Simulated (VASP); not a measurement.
# GaN (R3m) in VASP: settings compared, part 2 of 2

VASP 6.6.1.

**4. Single point, r2SCAN (epitaxial 111 strain -1.0%)**

Input file POSCAR:

```
GaN
1.0
    0.0215465101      2.2480095258      2.2480095258
    2.2480095258      0.0215465101      2.2480095258
    2.2480095258      2.2480095258      0.0215465101
Ga N
1 1
Direct
    0.0007339372      0.0007339372      0.0007339372
    0.2492660628      0.2492660628      0.2492660628
```

Input file INCAR.step1:

```
  PREC = Accurate
  ENCUT = 1460
  ISMEAR = 0
  SIGMA = 0.01
  LREAL = False
  LASPH = True
  NELM = 120
  NBANDS = 16
  GGA = PE
  ALGO = Normal
  EDIFF = 1E-5
  LWAVE = True
  LCHARG = False
  GGA_COMPAT = False
```

Input file INCAR.step2:

```
  PREC = Accurate
  ENCUT = 1460
  EDIFF = 1E-6
  ISMEAR = 0
  SIGMA = 0.01
  LREAL = False
  LASPH = True
  NELM = 120
  ALGO = Normal
  ISIF = 2
  LWAVE = False
  LCHARG = False
  METAGGA = R2SCAN
  LMIXTAU = True
  NBANDS = 16
  ISTART = 1
  GGA_COMPAT = False
```

Input file KPOINTS:

```
Automatic mesh
0
Gamma
  10 10 10
```

Potentials or basis: VASP PAW PBE potentials, release 64 (Ga_d, N_h).

The run is started by

```console
> cat potpaw_PBE.64/Ga_d/POTCAR potpaw_PBE.64/N_h/POTCAR > POTCAR
> cp INCAR.step1 INCAR
> mpirun -np 1 vasp_std > vasp.out
> cp INCAR.step2 INCAR
> mpirun -np 1 vasp_std > vasp.out
```

OUTCAR:

```text
PREC = Accurate
   ENCUT = 1460
   EDIFF = 1E-6
   ISMEAR = 0
   LREAL = False
   LASPH = True
   NELM = 120
   ISIF = 2
   METAGGA = R2SCAN
   ISTART = 1

 ion  position               nearest neighbor table
   1  0.001  0.001  0.001-   2 1.94   2 1.94   2 1.94   2 1.94
   2  0.249  0.249  0.249-   1 1.94   1 1.94   1 1.94   1 1.94

  LATTYP: Found a trigonal (rhomboedric) cell.
 ALAT       =     3.1792385737
 COS(alpha) =     0.5095613000

  Lattice vectors:

 A1 = (   0.0215465101,   2.2480095258,   2.2480095258)
 A2 = (   2.2480095258,   0.0215465101,   2.2480095258)
 A3 = (   2.2480095258,   2.2480095258,   0.0215465101)

Analysis of symmetry for initial positions (statically):
=====================================================================
 Subroutine PRICEL returns:
 Original cell was already a primitive cell.

 Routine SETGRP: Setting up the symmetry group for a
 trigonal (rhombohedral) supercell.

 Subroutine GETGRP returns: Found  6 space group operations
 (whereof  6 operations were pure point group operations)
 out of a pool of 12 trial point group operations.

The static configuration has the point symmetry C_3v.

Analysis of symmetry for dynamics (positions and initial velocities):
=====================================================================
 Subroutine PRICEL returns:
 Original cell was already a primitive cell.

 Routine SETGRP: Setting up the symmetry group for a
 trigonal (rhombohedral) supercell.

 Subroutine GETGRP returns: Found  6 space group operations
 (whereof  6 operations were pure point group operations)
 out of a pool of 12 trial point group operations.

The dynamic configuration has the point symmetry C_3v.

 Subroutine INISYM returns: Found  6 space group operations
 (whereof  6 operations are pure point group operations),
 and found     1 'primitive' translations

----------------------------------------------------------------------------------------

[... 112 lines left out ...]
     AMIX_MAG =   1.60;   BMIX_MAG =  1.00
  volume/ion in A,a.u.               =      11.20        75.56
  Fermi-wavevector in a.u.,A,eV,Ry     =   1.522137  2.876423 31.523369  2.316902
  Thomas-Fermi vector in A             =   2.630758
   LORBIT       =      0    0 simple, 1 ext, 2 COOP (PROOUT), +10 PAW based schemes
   METAGGA = R2SCAN    functional components
   LHFCALC =     F    Hartree Fock is set to
   AEXX    =    0.0000 exact exchange contribution
   IVDW    =     0    specifies the selected vdW correction
   LEPSILON=     F    determine dielectric tensor
   LRPA    =     F    only Hartree local field effects (RPA)
 non-spin polarized calculation
 Gauss-broadening in eV      SIGMA  =   0.01
  energy-cutoff  :     1460.00
  volume of cell :       22.39
 maximum number of plane-waves:      2860
   NGX = 19   NGY = 19   NGZ = 19

 number of electron      18.0000000 magnetization

 Free energy of the ion-electron system (eV)
  ---------------------------------------------------
  ext. energy  EPLUGINS =         0.00000000
  ---------------------------------------------------
  free energy    TOTEN  =       -21.89095437 eV

  energy without entropy =      -21.89095437  energy(sigma->0) =      -21.89095437

 E-fermi :   5.6837     XC(G=0): -12.7551

 val. band max:        5.5910473310   @ k =   0.0000   0.0000   0.0000
 cond. band min:       7.8150281596   @ k =   0.0000   0.0000   0.0000
 fundamental gap:      2.2239808287
 Fermi energy:         5.6837355896

 k-point     1 :       0.0000    0.0000    0.0000
  band No.  band energies     occupation
      1     -11.3641      2.00000
      2      -8.2951      2.00000
      3      -8.2905      2.00000
      4      -8.2905      2.00000
      5      -7.9170      2.00000
      6      -7.9170      2.00000
[... 433 lines left out ...]
      3      -8.0407      2.00000
      4      -8.0387      2.00000
      5      -7.8515      2.00000
      6      -7.1119      2.00000
[... 8 lines left out ...]
     15      29.0535      0.00000
     16      29.3053      0.00000

 [... further k-points ...]

------------------------ aborting loop because EDIFF is reached ----------------------------------------

  FORCE on cell =-STRESS in cart. coord.  units (eV):
  Direction    XX          YY          ZZ          XY          YZ          ZX
  --------------------------------------------------------------------------------------
  -------------------------------------------------------------------------------------
  Total        0.6144059      0.6144059      0.6144059     -0.2236784     -0.2236784     -0.2236784
  in kB       43.9572480     43.9572480     43.9572480    -16.0029159    -16.0029159    -16.0029159
  external PRESSURE =      43.9572480 kB  Pullay stress =       0.0000000 kB

 VOLUME and BASIS-vectors are now :
 -----------------------------------------------------------------------------
  energy-cutoff  :     1460.00
  volume of cell :       22.39
      direct lattice vectors                 reciprocal lattice vectors
     0.021546510  2.248009526  2.248009526    -0.225642530  0.223500345  0.223500345
     2.248009526  0.021546510  2.248009526     0.223500345 -0.225642530  0.223500345
     2.248009526  2.248009526  0.021546510     0.223500345  0.223500345 -0.225642530

 POSITION                                       TOTAL-FORCE (eV/Angst)
 -----------------------------------------------------------------------------------
      0.00332      0.00332      0.00332         0.001340      0.001340      0.001340
      1.12608      1.12608      1.12608        -0.001340     -0.001340     -0.001340
 -----------------------------------------------------------------------------------
    total drift:                               -0.000021     -0.000021     -0.000021

  FREE ENERGIE OF THE ION-ELECTRON SYSTEM (eV)
  ---------------------------------------------------
  free  energy   TOTEN  =       -21.8909543701 eV

  energy  without entropy=      -21.8909543701  energy(sigma->0) =      -21.89095437
```

OUTCAR.step1:

```text
PREC = Accurate
   ENCUT = 1460
   ISMEAR = 0
   LREAL = False
   LASPH = True
[... 678 lines left out ...]
      0.00332      0.00332      0.00332         0.004988      0.004988      0.004988
      1.12608      1.12608      1.12608        -0.004988     -0.004988     -0.004988
 -----------------------------------------------------------------------------------
    total drift:                                0.000106      0.000106      0.000106

  FREE ENERGIE OF THE ION-ELECTRON SYSTEM (eV)
  ---------------------------------------------------
  free  energy   TOTEN  =       -12.1270843093 eV

  energy  without entropy=      -12.1270843093  energy(sigma->0) =      -12.12708431
```

OSZICAR.step1:

```text
N       E                     dE             d eps       ncg     rms          rms(c)
DAV:   1     0.142104921689E+03    0.14210E+03   -0.16107E+04  4056   0.375E+03
DAV:   2     0.123170020844E+01   -0.14087E+03   -0.12894E+03  4176   0.545E+02
DAV:   3    -0.138451422995E+02   -0.15077E+02   -0.14826E+02  4304   0.113E+02
DAV:   4    -0.141532161798E+02   -0.30807E+00   -0.30766E+00  4472   0.167E+01
DAV:   5    -0.141571161203E+02   -0.38999E-02   -0.38999E-02  4704   0.176E+00    0.775E+00
DAV:   6    -0.121291145503E+02    0.20280E+01   -0.49533E+00  5536   0.403E+01    0.206E+00
DAV:   7    -0.121334967095E+02   -0.43822E-02   -0.28423E-01  3992   0.611E+00    0.134E+00
DAV:   8    -0.121293315787E+02    0.41651E-02   -0.49602E-02  4416   0.320E+00    0.362E-01
DAV:   9    -0.121269063831E+02    0.24252E-02   -0.89991E-03  5608   0.238E+00    0.813E-02
DAV:  10    -0.121271112905E+02   -0.20491E-03   -0.90327E-04  4528   0.464E-01    0.366E-02
DAV:  11    -0.121270830207E+02    0.28270E-04   -0.15486E-04  5632   0.204E-01    0.787E-03
DAV:  12    -0.121270843093E+02   -0.12887E-05   -0.16961E-05  3872   0.600E-02
   1 F= -.12127084E+02 E0= -.12127084E+02  d E =-.752569E-57
```

It took 8.4 min on 1 thread of AMD EPYC 7R13 (Zen 3), shared host; peak memory 0.38 GiB.

Results:

| Property | Result |
| --- | --- |
| Free energy | -21.8910 eV |
| Pressure | 4.4 GPa |
| Band gap on the k mesh | 2.22 eV |

Forces in eV/Å, atoms in the order of the input:
```
Ga   0.001  0.001  0.001
N   -0.001 -0.001 -0.001
```

Levels at points of the mesh, in eV from the valence-band top:
```csv
k point,band 5,band 6,band 7,band 8,band 9,band 10,band 11,band 12,band 13,band 14
"(0.00, 0.00, 0.00)",-13.51,-13.51,-0.10,0.00,0.00,2.22,10.90,11.23,11.23,18.82
"(0.50, 0.00, 0.00)",-13.46,-12.36,-7.31,-1.12,-1.04,5.24,9.53,11.01,11.07,16.64
"(0.50, 0.50, 0.00)",-13.42,-12.00,-6.34,-2.96,-2.82,3.74,7.35,12.70,15.13,15.19
"(0.50, 0.50, 0.50)",-13.46,-12.43,-7.39,-0.99,-0.99,5.43,9.47,11.25,11.25,16.76
```

Caveat: the cell differs from its parent crystal (epitaxial 111 strain -1.0%); the cell stands under pressure; the structure was generated, so it needn't be the stable form of GaN; the PAW data sets were made with another functional, which shifts forces and pressure a little.

**5. Single point, r2SCAN (epitaxial 111 strain -2.0%)**

Input file POSCAR:

```
GaN
1.0
    0.0433454747      2.2473189650      2.2473189650
    2.2473189650      0.0433454747      2.2473189650
    2.2473189650      2.2473189650      0.0433454747
Ga N
1 1
Direct
    0.0015142730      0.0015142730      0.0015142730
    0.2484857270      0.2484857270      0.2484857270
```

Input file INCAR.step1:

```
SYSTEM = GaN
PREC = Accurate
ENCUT = 1460
ISMEAR = 0
SIGMA = 0.01
LREAL = .FALSE.
LASPH = .TRUE.
NELM = 120
NBANDS = 16
GGA = PE
ALGO = Normal
EDIFF = 1E-5
LWAVE = .TRUE.
LCHARG = .FALSE.
GGA_COMPAT = .FALSE.
```

Input file INCAR.step2:

```
SYSTEM = GaN
PREC = Accurate
ENCUT = 1460
EDIFF = 1E-6
ISMEAR = 0
SIGMA = 0.01
LREAL = .FALSE.
LASPH = .TRUE.
NELM = 120
ALGO = Normal
ISIF = 2
LWAVE = .FALSE.
LCHARG = .FALSE.
METAGGA = R2SCAN
LMIXTAU = .TRUE.
NBANDS = 16
ISTART = 1
GGA_COMPAT = .FALSE.
```

Input file KPOINTS:

```
Automatic mesh
0
G
  10 10 10
  0 0 0
```

The run is started by

```console
> cat potpaw_PBE.64/Ga_d/POTCAR potpaw_PBE.64/N_h/POTCAR > POTCAR
> cp INCAR.step1 INCAR
> mpirun -np 1 vasp_std > vasp.out
> cp INCAR.step2 INCAR
> mpirun -np 1 vasp_std > vasp.out
```

Run time: 17 min. Hardware: 1 thread of AMD EPYC 7R43 (Zen 3), shared host; peak memory 0.37 GiB.

It converged, with:

```yaml
Free_energy: -21.8677 eV
Pressure: 7.8 GPa
Largest_force: 0.009 eV/Å
Band_gap_on_the_k_mesh: 2.27 eV
```

Forces in eV/Å, atoms in the order of the input:
```
Ga   0.005  0.005  0.005
N   -0.005 -0.005 -0.005
```

Stress tensor (GPa, compression positive):
```
 7.83 -3.32 -3.32
-3.32  7.83 -3.32
-3.32 -3.32  7.83
```

Levels at points of the mesh, in eV from the valence-band top:
| k point | band 5 | band 6 | band 7 | band 8 | band 9 | band 10 | band 11 | band 12 | band 13 | band 14 |
| --- | --- | --- | --- | --- | --- | --- | --- | --- | --- | --- |
| (0.00, 0.00, 0.00) | -13.55 | -13.55 | -0.22 | 0.00 | 0.00 | 2.27 | 10.76 | 11.42 | 11.42 | 18.94 |
| (0.50, 0.00, 0.00) | -13.49 | -12.38 | -7.44 | -1.24 | -1.08 | 5.25 | 9.57 | 10.99 | 11.10 | 16.73 |
| (0.50, 0.50, 0.00) | -13.46 | -12.04 | -6.44 | -3.13 | -2.84 | 3.69 | 7.43 | 12.76 | 15.26 | 15.36 |
| (0.50, 0.50, 0.50) | -13.50 | -12.51 | -7.61 | -0.98 | -0.98 | 5.65 | 9.45 | 11.47 | 11.47 | 16.96 |

Caveat: the cell differs from its parent crystal (epitaxial 111 strain -2.0%); the cell stands under pressure; the structure was generated, so it needn't be the stable form of GaN; the PAW data sets were made with another functional, which shifts forces and pressure a little.

**6. Single point, r2SCAN (epitaxial 111 strain -4.0%)**

Input file POSCAR:

```
GaN
1.0
    0.0874749163      2.2464693557      2.2464693557
    2.2464693557      0.0874749163      2.2464693557
    2.2464693557      2.2464693557      0.0874749163
Ga N
1 1
Direct
    0.0032476448      0.0032476448      0.0032476448
    0.2467523552      0.2467523552      0.2467523552
```

Input file INCAR.step1:

```
PREC     = Accurate       # precision mode
ENCUT    = 1460           # plane-wave cutoff, eV
ISMEAR   = 0              # smearing method
SIGMA    = 0.01           # smearing width, eV
LREAL    = False          # projectors in reciprocal space
LASPH    = True           # aspherical terms in the spheres
NELM     = 120            # most SCF steps
NBANDS   = 16             # bands
GGA      = PE             # functional
ALGO     = Normal         # electronic algorithm
EDIFF    = 1E-5           # SCF threshold, eV
LWAVE    = True           # write WAVECAR
LCHARG   = False          # write CHGCAR
GGA_COMPAT= False
```

Input file INCAR.step2:

```
PREC     = Accurate       # precision mode
ENCUT    = 1460           # plane-wave cutoff, eV
EDIFF    = 1E-6           # SCF threshold, eV
ISMEAR   = 0              # smearing method
SIGMA    = 0.01           # smearing width, eV
LREAL    = False          # projectors in reciprocal space
LASPH    = True           # aspherical terms in the spheres
NELM     = 120            # most SCF steps
ALGO     = Normal         # electronic algorithm
ISIF     = 2              # what is computed and relaxed
LWAVE    = False          # write WAVECAR
LCHARG   = False          # write CHGCAR
METAGGA  = R2SCAN         # meta-GGA
LMIXTAU  = True         
NBANDS   = 16             # bands
ISTART   = 1            
GGA_COMPAT= False
```

Input file KPOINTS:

```
regular mesh
0
Gamma
  10 10 10
```

Potentials or basis: VASP PAW PBE potentials, release 64 (Ga_d, N_h).

The run is started by

```console
> cat potpaw_PBE.64/Ga_d/POTCAR potpaw_PBE.64/N_h/POTCAR > POTCAR
> cp INCAR.step1 INCAR
> mpirun -np 1 vasp_std > vasp.out
> cp INCAR.step2 INCAR
> mpirun -np 1 vasp_std > vasp.out
```

OUTCAR:

```text
PREC = Accurate
   ENCUT = 1460
   EDIFF = 1E-6
   ISMEAR = 0
   LREAL = False
   LASPH = True
   NELM = 120
   ISIF = 2
   METAGGA = R2SCAN
   ISTART = 1

 ion  position               nearest neighbor table
   1  0.003  0.003  0.003-   2 1.90   2 1.90   2 1.90   2 1.93
   2  0.247  0.247  0.247-   1 1.90   1 1.90   1 1.90   1 1.93

  LATTYP: Found a trigonal (rhomboedric) cell.
 ALAT       =     3.1781914658
 COS(alpha) =     0.5385305734

  Lattice vectors:

[... 642 lines left out ...]

------------------------ aborting loop because EDIFF is reached ----------------------------------------

  FORCE on cell =-STRESS in cart. coord.  units (eV):
  Direction    XX          YY          ZZ          XY          YZ          ZX
  --------------------------------------------------------------------------------------
  -------------------------------------------------------------------------------------
  Total        2.0621245      2.0621245      2.0621245     -0.9460720     -0.9460720     -0.9460720
  in kB      154.7453874    154.7453874    154.7453874    -70.9948790    -70.9948790    -70.9948790
  external PRESSURE =     154.7453874 kB  Pullay stress =       0.0000000 kB

 VOLUME and BASIS-vectors are now :
 -----------------------------------------------------------------------------
  energy-cutoff  :     1460.00
  volume of cell :       21.35
      direct lattice vectors                 reciprocal lattice vectors
     0.087474916  2.246469356  2.246469356    -0.236012095  0.227166495  0.227166495
     2.246469356  0.087474916  2.246469356     0.227166495 -0.236012095  0.227166495
     2.246469356  2.246469356  0.087474916     0.227166495  0.227166495 -0.236012095

 POSITION                                       TOTAL-FORCE (eV/Angst)
 -----------------------------------------------------------------------------------
      0.01488      0.01488      0.01488         0.008925      0.008925      0.008925
      1.13023      1.13023      1.13023        -0.008925     -0.008925     -0.008925
 -----------------------------------------------------------------------------------
    total drift:                                0.000537      0.000537      0.000537

  FREE ENERGIE OF THE ION-ELECTRON SYSTEM (eV)
  ---------------------------------------------------
  free  energy   TOTEN  =       -21.7759755373 eV

  energy  without entropy=      -21.7759755373  energy(sigma->0) =      -21.77597554
```

OSZICAR.step1:

```text
N       E                     dE             d eps       ncg     rms          rms(c)
DAV:   1     0.144885420900E+03    0.14489E+03   -0.16064E+04  3992   0.378E+03
DAV:   2     0.137269461488E+01   -0.14351E+03   -0.13132E+03  4104   0.556E+02
DAV:   3    -0.137826660841E+02   -0.15155E+02   -0.14902E+02  4264   0.113E+02
DAV:   4    -0.140972926217E+02   -0.31463E+00   -0.31416E+00  4584   0.167E+01
DAV:   5    -0.141010096637E+02   -0.37170E-02   -0.37170E-02  4720   0.172E+00    0.793E+00
DAV:   6    -0.119846267147E+02    0.21164E+01   -0.49614E+00  5584   0.421E+01    0.202E+00
DAV:   7    -0.119888591391E+02   -0.42324E-02   -0.29263E-01  4032   0.592E+00    0.134E+00
DAV:   8    -0.119838697552E+02    0.49894E-02   -0.42096E-02  4424   0.314E+00    0.304E-01
DAV:   9    -0.119820296453E+02    0.18401E-02   -0.79020E-03  5520   0.240E+00    0.796E-02
DAV:  10    -0.119821826416E+02   -0.15300E-03   -0.81137E-04  4744   0.464E-01    0.335E-02
DAV:  11    -0.119821622372E+02    0.20404E-04   -0.12851E-04  5528   0.176E-01    0.739E-03
DAV:  12    -0.119821637131E+02   -0.14758E-05   -0.13493E-05  3888   0.519E-02
   1 F= -.11982164E+02 E0= -.11982164E+02  d E =-.866659E-36
```

It took 11 min on 1 thread of Intel Xeon Platinum 8375C at 2.90GHz (Ice Lake), shared host; peak memory 0.4 GiB.

Results:

```yaml
Free_energy: -21.7760 eV
Pressure: 15.5 GPa
Largest_force: 0.015 eV/Å
Band_gap_on_the_k_mesh: 2.30 eV
```

Forces on the atoms (eV/Å):
```
Ga   0.009  0.009  0.009
N   -0.009 -0.009 -0.009
```

Levels at points of the mesh, in eV from the valence-band top:
```tsv
k point	band 5	band 6	band 7	band 8	band 9	band 10	band 11	band 12	band 13	band 14
(0.00, 0.00, 0.00)	-13.65	-13.65	-0.49	0.00	0.00	2.30	10.50	11.81	11.81	19.01
(0.50, 0.00, 0.00)	-13.59	-12.43	-7.70	-1.52	-1.15	5.25	9.55	11.03	11.12	16.93
(0.50, 0.50, 0.00)	-13.56	-12.14	-6.67	-3.49	-2.88	3.53	7.61	12.80	15.59	15.66
(0.50, 0.50, 0.50)	-13.60	-12.72	-8.07	-0.95	-0.95	6.11	9.38	11.92	11.92	17.38
```

Caveat: the cell differs from its parent crystal (epitaxial 111 strain -4.0%); the cell stands under pressure; the structure was generated, so it needn't be the stable form of GaN; the PAW data sets were made with another functional, which shifts forces and pressure a little.

**7. Summary**

```tsv
level	potentials or basis	cell	k mesh	cutoff (eV)	grid for exact exchange (PRECFOCK)	share of exact exchange	screening parameter	gap on the mesh (eV)	pressure (GPa)	largest force (eV/Å)
r2SCAN	VASP PAW PBE potentials, release 64 (Ga_d, N_h)	a = 3.178 Å, angles 58.1°, 2 atoms, epitaxial 111 strain -3.0%	10 × 10 × 10	1460	-	-	-	2.30	11.6	0.01
HSE06	VASP PAW PBE potentials, release 64 (Ga_d, N)	a = 3.179 Å, angles 59.4°, 2 atoms, epitaxial 111 strain -1.0%	6 × 6 × 6	520	Normal	0.25	0.2079 1/Å	3.10	3.1	-
r2SCAN	VASP PAW PBE potentials, release 64 (Ga_d, N_h)	a = 3.179 Å, angles 59.4°, 2 atoms, epitaxial 111 strain -1.0%	10 × 10 × 10	1460	-	-	-	2.22	4.4	-
r2SCAN	VASP PAW PBE potentials, release 64 (Ga_d, N_h)	a = 3.178 Å, angles 58.7°, 2 atoms, epitaxial 111 strain -2.0%	10 × 10 × 10	1460	-	-	-	2.27	7.8	0.01
r2SCAN	VASP PAW PBE potentials, release 64 (Ga_d, N_h)	a = 3.178 Å, angles 57.4°, 2 atoms, epitaxial 111 strain -4.0%	10 × 10 × 10	1460	-	-	-	2.30	15.5	0.02
```

Alike in all rows: task single point; no spin polarisation; smearing gaussian 0.01 eV.

Caveats: the cell stands under pressure; the structure was generated, so it needn't be the stable form of GaN; the PAW data sets were made with another functional, which shifts forces and pressure a little.

Absolute energies hang on the potentials; compare differences alone.
